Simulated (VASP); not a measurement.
# Ru (P6_3/mmc) in VASP: notebook

Runs on Ru. Level: PBE. Tasks: single point.

All numbers are computed with VASP 6.6.1; they aren't measurements. Logs are shortened: lines on timing, memory, paths and dates and some standing lists are left out, and cuts for length are marked.

### Step 1. The cell of the first run

It takes space group P6_3/mmc (No. 194, hexagonal). Conventional cell: a = 2.715 Å, b = 2.715 Å, c = 4.296 Å, α = 90.00°, β = 90.00°, γ = 120.00°. Within 3.5 Å of Ru (site symmetry -6m2) lie 12 Ru at 2.66 to 2.71 Å.

### Step 2. Single point, PBE (volume scaled by 1.01)

INCAR reads:

```
PREC = Accurate ; ENCUT = 520
EDIFF = 1E-7 ; ISMEAR = -1
SIGMA = 0.03 ; LREAL = F
LASPH = T ; NELM = 60
ALGO = Normal ; ISIF = 2
LWAVE = F ; LCHARG = F
GGA = PE ; NBANDS = 21
```

KPOINTS reads:

```
Automatic mesh
0
Gamma
  14 14 8
```

POSCAR reads:

```
Ru
1.0
    2.7147887668      0.0000000000      0.0000000000
   -1.3573943834      2.3510760380      0.0000000000
    0.0000000000      0.0000000000      4.2961256859
Ru
2
Direct
    0.3333333333      0.6666666667      0.2500000000
    0.6666666667      0.3333333333      0.7500000000
```

Potentials or basis: VASP PAW PBE potentials, release 64 (Ru_pv).

On the command line:

```bash
> cat potpaw_PBE.64/Ru_pv/POTCAR > POTCAR
> mpirun -np 1 vasp_std > vasp.out
```

OUTCAR:

```text
PREC = Accurate
   ENCUT = 520
   EDIFF = 1E-7
   ISMEAR = -1
   LREAL = F
   LASPH = T
   NELM = 60
   ISIF = 2
   GGA = PE

 ion  position               nearest neighbor table
   1  0.333  0.667  0.250-   2 2.66   2 2.66   2 2.66   2 2.66   2 2.66   2 2.66
   2  0.667  0.333  0.750-   1 2.66   1 2.66   1 2.66   1 2.66   1 2.66   1 2.66

  LATTYP: Found a hexagonal cell.
 ALAT       =     2.7147887668
 C/A-ratio  =     1.5824898565

  Lattice vectors:

 A1 = (   2.7147887668,   0.0000000000,   0.0000000000)
 A2 = (  -1.3573943834,   2.3510760380,   0.0000000000)
 A3 = (   0.0000000000,   0.0000000000,   4.2961256859)

Analysis of symmetry for initial positions (statically):
=====================================================================
 Subroutine PRICEL returns:
 Original cell was already a primitive cell.

 Routine SETGRP: Setting up the symmetry group for a
 hexagonal supercell.

 Subroutine GETGRP returns: Found 24 space group operations
 (whereof 12 operations were pure point group operations)
 out of a pool of 24 trial point group operations.

The static configuration has the point symmetry D_3d.
 The point group associated with its full space group is D_6h.

Analysis of symmetry for dynamics (positions and initial velocities):
=====================================================================
 Subroutine PRICEL returns:
 Original cell was already a primitive cell.

 Routine SETGRP: Setting up the symmetry group for a
 hexagonal supercell.

 Subroutine GETGRP returns: Found 24 space group operations
 (whereof 12 operations were pure point group operations)
 out of a pool of 24 trial point group operations.

The dynamic configuration has the point symmetry D_3d.
 The point group associated with its full space group is D_6h.

 Subroutine INISYM returns: Found 24 space group operations
 (whereof 12 operations are pure point group operations),
 and found     1 'primitive' translations

----------------------------------------------------------------------------------------

                                     Primitive cell

  volume of cell :      27.4208

  direct lattice vectors                    reciprocal lattice vectors
     2.714788767  0.000000000  0.000000000     0.368352784  0.212668579  0.000000000
    -1.357394383  2.351076038  0.000000000     0.000000000  0.425337158  0.000000000
     0.000000000  0.000000000  4.296125686     0.000000000  0.000000000  0.232767864

  length of vectors
     2.714788767  2.714788767  4.296125686     0.425337158  0.425337158  0.232767864

  position of ions in fractional coordinates (direct lattice)
     0.333333333  0.666666667  0.250000000
     0.666666667  0.333333333  0.750000000

  ion indices of the primitive-cell ions
   primitive index   ion index
                 1           1
                 2           2

----------------------------------------------------------------------------------------

 KPOINTS: Automatic mesh

Automatic generation of k-mesh.
 Grid dimensions read from file:
 generate k-points for:   14   14    8

 Generating k-lattice:

  Cartesian coordinates                     Fractional coordinates (reciprocal lattice)
     0.026310913  0.015190613  0.000000000     0.071428571 -0.000000000  0.000000000
     0.000000000  0.030381226  0.000000000     0.000000000  0.071428571  0.000000000
     0.000000000  0.000000000  0.029095983     0.000000000  0.000000000  0.125000000

  Length of vectors
     0.030381226  0.030381226  0.029095983

  Shift w.r.t. Gamma in fractional coordinates (k-lattice)
     0.000000000  0.000000000  0.000000000

 Subroutine IBZKPT returns following result:
 ===========================================

 Found    120 irreducible k-points:

 Following reciprocal coordinates:
            Coordinates               Weight
  0.000000  0.000000  0.000000      1.000000
  0.071429 -0.000000  0.000000      6.000000
  0.142857  0.000000  0.000000      6.000000
  0.214286 -0.000000  0.000000      6.000000
  0.285714 -0.000000  0.000000      6.000000
  0.357143 -0.000000  0.000000      6.000000
[... 16 lines left out ...]
  0.285714  0.285714  0.000000      6.000000
  0.357143  0.285714  0.000000      6.000000
 [... further k-points ...]
   k-points           NKPTS =    120   k-points in BZ     NKDIM =    120   number of bands    NBANDS=     21
   number of dos      NEDOS =    301   number of ions     NIONS =      2
   total plane-waves  NPLWV =  12800
   dimension x,y,z NGX =    20 NGY =   20 NGZ =   32
   dimension x,y,z NGXF=    40 NGYF=   40 NGZF=   64
   ions per type =               2
   NGX,Y,Z   is equivalent  to a cutoff of  12.25, 12.25, 12.38 a.u.
   NGXF,Y,Z  is equivalent  to a cutoff of  24.49, 24.49, 24.77 a.u.
 SYSTEM =  unknown system
   PREC   = accura    normal or accurate (medium, high low for compatibility)
   ISTART =      0    job   : 0-new  1-cont  2-samecut
   ICHARG =      2    charge: 1-file 2-atom 10-const
   ISPIN  =      1    spin polarized calculation?
   LNONCOLLINEAR =      F non collinear calculations
   LSORBIT =      F    spin-orbit coupling
   LASPH  =      T    aspherical Exc in radial PAW
   ENCUT  =  520.0 eV  38.22 Ry    6.18 a.u.   5.05  5.05  7.99*2*pi/ulx,y,z
   NELM   =     60;   NELMIN=  2; NELMDL= -5     # of ELM steps
   EDIFF  = 0.1E-06   stopping-criterion for ELM
   LREAL  =      F    real-space projection
   EDIFFG = 0.1E-05   stopping-criterion for IOM
   NSW    =      0    number of steps for IOM
   IBRION =     -1    ionic relax: 0-MD 1-quasi-New 2-CG
   NFREE  =      0    steps in history (QN), initial steepest desc. (CG)
   ISIF   =      2    stress and relaxation
   ISYM   =      2    0-nonsym 1-usesym 2-fastsym
   POTIM  = 0.5000    time-step for ionic-motion
   TEBEG  =    0.0;   TEEND  =   0.0 temperature during run
   PSTRESS=    0.0 pullay stress
   NELECT =      28.0000    total number of electrons
   NUPDOWN=      -1.0000    fix difference up-down
   EMIN   =  10.00;   EMAX   =-10.00  energy-range for DOS
   EFERMI =   0.00;   METHOD = LEGACY
   ISMEAR =    -1;   SIGMA  =   0.03  broadening in eV -4-tet -1-fermi 0-gaus
   EFERMI_NEDOS =   21; number of points for ismear=-14 and -15
   IALGO  =     38    algorithm
   IMIX   =      4    mixing-type and parameters
     AMIX     =   0.40;   BMIX     =  1.00
     AMIX_MAG =   1.60;   BMIX_MAG =  1.00
  volume/ion in A,a.u.               =      13.71        92.52
  Fermi-wavevector in a.u.,A,eV,Ry     =   1.648546  3.115299 36.976585  2.717702
  Thomas-Fermi vector in A             =   2.737817
   LORBIT       =      0    0 simple, 1 ext, 2 COOP (PROOUT), +10 PAW based schemes
   GGA     = PE    functional components
   LHFCALC =     F    Hartree Fock is set to
   AEXX    =    0.0000 exact exchange contribution
   IVDW    =     0    specifies the selected vdW correction
   LEPSILON=     F    determine dielectric tensor
   LRPA    =     F    only Hartree local field effects (RPA)
 non-spin polarized calculation
  energy-cutoff  :      520.00
  volume of cell :       27.42
 maximum number of plane-waves:       756
   NGX = 11   NGY = 11   NGZ = 15

 number of electron      28.0000013 magnetization

 Free energy of the ion-electron system (eV)
  ---------------------------------------------------
  ext. energy  EPLUGINS =         0.00000000
  ---------------------------------------------------
  free energy    TOTEN  =       -18.46509469 eV

  energy without entropy =      -18.45829654  energy(sigma->0) =      -18.46169561

 E-fermi :  12.6473     XC(G=0): -14.0593

 val. band max:       12.6439445501   @ k =   0.0000   0.0000   0.3750
 cond. band min:      12.6575291401   @ k =   0.2857   0.1429   0.0000
 fundamental gap:      0.0135845900
 Fermi energy:        12.6473032854

 k-point     1 :       0.0000    0.0000    0.0000
  band No.  band energies     occupation
      1     -30.9545      2.00000
      2     -30.0449      2.00000
      3     -30.0449      2.00000
      4     -29.8798      2.00000
      5     -29.8798      2.00000
      6     -29.8476      2.00000
[... 13 lines left out ...]
     20      23.0912      0.00000
     21      23.1072      0.00000

 k-point     2 :       0.0714   -0.0000    0.0000
  band No.  band energies     occupation
      1     -30.9376      2.00000
      2     -30.0806      2.00000
      3     -30.0570      2.00000
      4     -29.9172      2.00000
      5     -29.8848      2.00000
      6     -29.8555      2.00000
[... 13 lines left out ...]
     20      23.0912      0.00000
     21      23.1055      0.00000

 k-point     3 :       0.1429    0.0000    0.0000
  band No.  band energies     occupation
      1     -30.8888      2.00000
      2     -30.1808      2.00000
      3     -30.0900      2.00000
      4     -30.0203      2.00000
      5     -29.8992      2.00000
      6     -29.8790      2.00000
[... 13 lines left out ...]
     20      23.0912      0.00000
     21      23.1017      0.00000

 k-point     4 :       0.2143   -0.0000    0.0000
  band No.  band energies     occupation
      1     -30.8129      2.00000
      2     -30.3257      2.00000
      3     -30.1653      2.00000
      4     -30.1361      2.00000
      5     -29.9215      2.00000
      6     -29.9182      2.00000
[... 13 lines left out ...]
     20      23.0912      0.00000
     21      23.0982      0.00000

 k-point     5 :       0.2857   -0.0000    0.0000
  band No.  band energies     occupation
      1     -30.7181      2.00000
      2     -30.4865      2.00000
      3     -30.3211      2.00000
      4     -30.1855      2.00000
      5     -29.9721      2.00000
      6     -29.9476      2.00000
[... 13 lines left out ...]
     20      23.0911      0.00000
     21      23.0954      0.00000

 k-point     6 :       0.3571   -0.0000    0.0000
  band No.  band energies     occupation
      1     -30.6311      2.00000
      2     -30.6165      2.00000
      3     -30.4573      2.00000
      4     -30.2288      2.00000
      5     -30.0367      2.00000
      6     -29.9720      2.00000
[... 13 lines left out ...]
     20      23.0857      0.00000
     21      23.0912      0.00000

 k-point     7 :       0.4286   -0.0000    0.0000
  band No.  band energies     occupation
      1     -30.7309      2.00000
      2     -30.5495      2.00000
      3     -30.5279      2.00000
      4     -30.2582      2.00000
      5     -30.0996      2.00000
      6     -29.9892      2.00000
[... 13 lines left out ...]
     20      23.0907      0.00000
     21      23.3993      0.00000
[... 291 lines left out ...]
      1     -30.5872      2.00000
      2     -30.5450      2.00000
      3     -30.5107      2.00000
      4     -30.2454      2.00000
      5     -30.0861      2.00000
      6     -30.0563      2.00000
[... 13 lines left out ...]
     20      23.0954      0.00000
     21      23.2809      0.00000

 k-point    21 :       0.2857    0.2143    0.0000
  band No.  band energies     occupation
      1     -30.6300      2.00000
      2     -30.5270      2.00000
      3     -30.4921      2.00000
      4     -30.3248      2.00000
      5     -30.1435      2.00000
      6     -30.1261      2.00000
[... 13 lines left out ...]
     20      23.0890      0.00000
     21      23.1294      0.00000

 k-point    22 :       0.3571    0.2143    0.0000
  band No.  band energies     occupation
      1     -30.6776      2.00000
      2     -30.5100      2.00000
      3     -30.4161      2.00000
      4     -30.3958      2.00000
      5     -30.1880      2.00000
      6     -30.1738      2.00000
[... 13 lines left out ...]
     20      23.0908      0.00000
     21      23.0924      0.00000

 k-point    23 :       0.2857    0.2857    0.0000
  band No.  band energies     occupation
      1     -30.6401      2.00000
      2     -30.5169      2.00000
      3     -30.4023      2.00000
      4     -30.3955      2.00000
      5     -30.2262      2.00000
      6     -30.1997      2.00000
[... 13 lines left out ...]
     20      23.0909      0.00000
     21      23.0916      0.00000

 k-point    24 :       0.3571    0.2857    0.0000
  band No.  band energies     occupation
      1     -30.6433      2.00000
      2     -30.4668      2.00000
      3     -30.4627      2.00000
      4     -30.3428      2.00000
      5     -30.2609      2.00000
      6     -30.2533      2.00000
[... 13 lines left out ...]
     20      23.0913      0.00000
     21      23.0914      0.00000

 [... further k-points ...]

------------------------ aborting loop because EDIFF is reached ----------------------------------------

  FORCE on cell =-STRESS in cart. coord.  units (eV):
  Direction    XX          YY          ZZ          XY          YZ          ZX
  --------------------------------------------------------------------------------------
  -------------------------------------------------------------------------------------
  Total        0.3090941      0.3090941      0.0044411     -0.0000000     -0.0000000      0.0000000
  in kB       18.0601575     18.0601575      0.2594918     -0.0000000     -0.0000000      0.0000000
  external PRESSURE =      12.1266023 kB  Pullay stress =       0.0000000 kB

 VOLUME and BASIS-vectors are now :
 -----------------------------------------------------------------------------
  energy-cutoff  :      520.00
  volume of cell :       27.42
      direct lattice vectors                 reciprocal lattice vectors
     2.714788767  0.000000000  0.000000000     0.368352784  0.212668579  0.000000000
    -1.357394383  2.351076038  0.000000000     0.000000000  0.425337158  0.000000000
     0.000000000  0.000000000  4.296125686     0.000000000  0.000000000  0.232767864

 POSITION                                       TOTAL-FORCE (eV/Angst)
 -----------------------------------------------------------------------------------
     -0.00000      1.56738      1.07403         0.000000     -0.000000      0.000000
      1.35739      0.78369      3.22209        -0.000000      0.000000      0.000000
 -----------------------------------------------------------------------------------
    total drift:                               -0.000000      0.000000     -0.000000

  FREE ENERGIE OF THE ION-ELECTRON SYSTEM (eV)
  ---------------------------------------------------
  free  energy   TOTEN  =       -18.4650946858 eV

  energy  without entropy=      -18.4582965371  energy(sigma->0) =      -18.46169561
```

Run time: 31 s. Hardware: 1 thread of AMD EPYC 9R45 (Zen 5), shared host; peak memory 0.14 GiB.

What came out:

| Property | Result |
| --- | --- |
| Free energy | -18.4651 eV |
| Pressure | 1.2 GPa |
| Band gap on the k mesh | zero (band 14 reaches 14.26 eV, above the bottom of band 15 at 11.18 eV) |

Stress tensor (GPa, compression positive):
```
1.81 0.00 0.00
0.00 1.81 0.00
0.00 0.00 0.03
```

### Step 3. Single point, PBE (volume scaled by 1.02)

INCAR reads:

```
ALGO = Normal
EDIFF = 1E-6
ENCUT = 520
GGA = PE
ISIF = 2
ISMEAR = -1
LASPH = True
LCHARG = True
LELF = True
LREAL = False
LVHAR = True
LWAVE = False
NBANDS = 21
NELM = 80
PREC = Accurate
SIGMA = 0.03
```

KPOINTS reads:

```
k-points
0
Gamma
  14 14 8
```

POSCAR reads:

```
Ru
1.0
    2.7237190573      0.0000000000      0.0000000000
   -1.3618595287      2.3588098964      0.0000000000
    0.0000000000      0.0000000000      4.3102577801
Ru
2
Direct
    0.3333333333      0.6666666667      0.2500000000
    0.6666666667      0.3333333333      0.7500000000
```

Potentials or basis: VASP PAW PBE potentials, release 64 (Ru_pv).

On the command line:

```bash
> cat potpaw_PBE.64/Ru_pv/POTCAR > POTCAR
> mpirun -np 1 vasp_std > vasp.out
```

OUTCAR:

```text
EDIFF = 1E-6
   ENCUT = 520
   GGA = PE
   ISIF = 2
   ISMEAR = -1
   LASPH = True
   LREAL = False
   NELM = 80
   PREC = Accurate

 ion  position               nearest neighbor table
   1  0.333  0.667  0.250-   2 2.67   2 2.67   2 2.67   2 2.67   2 2.67   2 2.67
   2  0.667  0.333  0.750-   1 2.67   1 2.67   1 2.67   1 2.67   1 2.67   1 2.67

  LATTYP: Found a hexagonal cell.
 ALAT       =     2.7237190573
 C/A-ratio  =     1.5824898565

  Lattice vectors:

[... 761 lines left out ...]

 [... further k-points ...]

------------------------ aborting loop because EDIFF is reached ----------------------------------------

  FORCE on cell =-STRESS in cart. coord.  units (eV):
  Direction    XX          YY          ZZ          XY          YZ          ZX
  --------------------------------------------------------------------------------------
  -------------------------------------------------------------------------------------
  Total       -0.2111394     -0.2111394     -0.5437349      0.0000000      0.0000000     -0.0000000
  in kB      -12.2157840    -12.2157840    -31.4585931      0.0000000      0.0000000     -0.0000000
  external PRESSURE =     -18.6300537 kB  Pullay stress =       0.0000000 kB

 VOLUME and BASIS-vectors are now :
 -----------------------------------------------------------------------------
  energy-cutoff  :      520.00
  volume of cell :       27.69
      direct lattice vectors                 reciprocal lattice vectors
     2.723719057  0.000000000  0.000000000     0.367145061  0.211971300  0.000000000
    -1.361859529  2.358809896  0.000000000     0.000000000  0.423942600  0.000000000
     0.000000000  0.000000000  4.310257780     0.000000000  0.000000000  0.232004685

 POSITION                                       TOTAL-FORCE (eV/Angst)
 -----------------------------------------------------------------------------------
     -0.00000      1.57254      1.07756         0.000000      0.000000      0.000000
      1.36186      0.78627      3.23269        -0.000000     -0.000000      0.000000
 -----------------------------------------------------------------------------------
    total drift:                               -0.000000      0.000000     -0.000000

  FREE ENERGIE OF THE ION-ELECTRON SYSTEM (eV)
  ---------------------------------------------------
  free  energy   TOTEN  =       -18.4647188189 eV

  energy  without entropy=      -18.4578238902  energy(sigma->0) =      -18.46127135
```

stdout:

```text
POSCAR found type information on POSCAR Ru
 POSCAR found :  1 types and       2 ions
 scaLAPACK will be used
 LDA part: xc-table for (Slater+PW92), standard interpolation
 POSCAR, INCAR and KPOINTS ok, starting setup
 FFT: planning ... GRIDC
 FFT: planning ... GRID_SOFT
 FFT: planning ... GRID
 WAVECAR not read
 entering main loop
```

It took 32 s on 1 thread of AMD EPYC 9R45 (Zen 5), shared host; peak memory 0.14 GiB.

Results:

```yaml
Free_energy: -18.4647 eV
Pressure: -1.9 GPa
Band_gap_on_the_k_mesh: zero (band 14 reaches 14.05 eV, above the bottom of band 15 at 11.02 eV)
```

(Part 1 of 2 ends here.)
